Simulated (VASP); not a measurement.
Wanted: the native input for a VASP 6.6.1 run.

```yaml
Task: single point
Functional: HSE06
Potentials_or_basis: VASP PAW PBE potentials, release 64 (Zn, O)
Cutoff: 520 eV
k_mesh: 6 × 6 × 6
Occupations: fermi-dirac, width 0.02 eV
Spin: no spin polarisation
Dipole_correction: no
Grid_for_exact_exchange_PRECFOCK: Normal
Further_INCAR_settings: ALGO = Normal; EDIFF = 1e-07; NBANDS = 16
Screening_parameter: 0.2079 1/Å
```

Crystal: ZnO.

```
Zn O
1.0
     2.64617    0.00000    0.00000
     0.00000    2.64617    0.00000
     0.00000    0.00000    2.64617
Zn O
1 1
Cartesian
  0.0000 0.0000 0.0000
  1.3231 1.3231 1.3231
```

The input as run:

POSCAR

```
ZnO
1.0
    2.6461709597      0.0000000000      0.0000000000
    0.0000000000      2.6461709597      0.0000000000
    0.0000000000      0.0000000000      2.6461709597
Zn O
1 1
Direct
    0.0000000000      0.0000000000      0.0000000000
    0.5000000000      0.5000000000      0.5000000000
```

INCAR.step1

```
SYSTEM = ZnO
PREC = Accurate ; ENCUT = 520
EDIFF = 1E-5 ; ISMEAR = -1
SIGMA = 0.02 ; LREAL = .FALSE.
LASPH = .TRUE. ; NELM = 100
ALGO = Normal ; ISIF = 2
LWAVE = .TRUE. ; NBANDS = 16
GGA = PE
```

INCAR.step2

```
SYSTEM = ZnO
PREC = Accurate ; ENCUT = 520
EDIFF = 1E-7 ; ISMEAR = -1
SIGMA = 0.02 ; LREAL = .FALSE.
LASPH = .TRUE. ; NELM = 100
ALGO = Normal ; ISIF = 2
LWAVE = .FALSE. ; LCHARG = .TRUE.
GGA = PE ; LHFCALC = .TRUE.
HFSCREEN = 0.2079 ; PRECFOCK = Normal
LELF = .TRUE. ; LVHAR = .TRUE.
NBANDS = 16 ; ISTART = 1
```

KPOINTS

```
regular mesh
0
G
  6 6 6
  0 0 0
```

Potentials or basis: VASP PAW PBE potentials, release 64 (Zn, O).

Launch:

```sh
$ cat potpaw_PBE.64/Zn/POTCAR potpaw_PBE.64/O/POTCAR > POTCAR
$ cp INCAR.step1 INCAR
$ mpirun -np 1 vasp_std > vasp.out
$ cp INCAR.step2 INCAR
$ mpirun -np 1 vasp_std > vasp.out
```

Results of the run:

```json
{
  "Pressure": "1.3 GPa",
  "Band gap on the k mesh": "0.81 eV, indirect (least direct gap 2.12 eV)"
}
```

Caveat: the PAW data sets were made with another functional, which shifts forces and pressure a little.

It took 21 min on 1 thread of Intel(R) Xeon(R) Platinum 8488C (Sapphire Rapids), on a shared host, peak memory 0.23 GiB.
